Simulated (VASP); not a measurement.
A run of VASP 6.6.1 is set up as follows.

INCAR

```
SYSTEM = Cu
  PREC = Accurate
  ENCUT = 600
  EDIFF = 1E-6
  ISMEAR = -1
  SIGMA = 0.05
  LREAL = .FALSE.
  LASPH = .TRUE.
  NELM = 80
  ALGO = Normal
  ISIF = 3
  LWAVE = .FALSE.
  LCHARG = .FALSE.
  GGA = PE
  IBRION = 2
  NSW = 60
  EDIFFG = -0.005
  PSTRESS = 600.0
```

The input KPOINTS:

```
regular mesh
0
G
  20 20 20
  0 0 0
```

File POSCAR:

```
Cu
1.0
    0.0000000000      1.6774709206      1.6774709206
    1.6774709206      0.0000000000      1.6774709206
    1.6774709206      1.6774709206      0.0000000000
Cu
1
Direct
    0.0000000000      0.0000000000      0.0000000000
```

Potentials or basis: VASP PAW PBE potentials, release 64 (Cu).

Run with:

```console
$ cat potpaw_PBE.64/Cu/POTCAR > POTCAR
$ mpirun -np 1 vasp_std > vasp.out
```

**Question.** What does it give for the relaxed volume?

**Answer.** 9.46 Å³/atom.

**Question.** Estimate the relaxed cell.

**Answer.** a = 2.374 Å, b = 2.374 Å, c = 2.374 Å, α = 60.00°, β = 60.00°, γ = 60.00°.

Final structure:
```xyz
1
Lattice="0.0000 1.6784 1.6784 1.6784 0.0000 1.6784 1.6784 1.6784 0.0000" Properties=species:S:1:pos:R:3 pbc="T T T"
Cu    0.0000    0.0000    0.0000
```

Caveat: the cell is relaxed towards a set pressure, so the run minimises the enthalpy, not the energy.
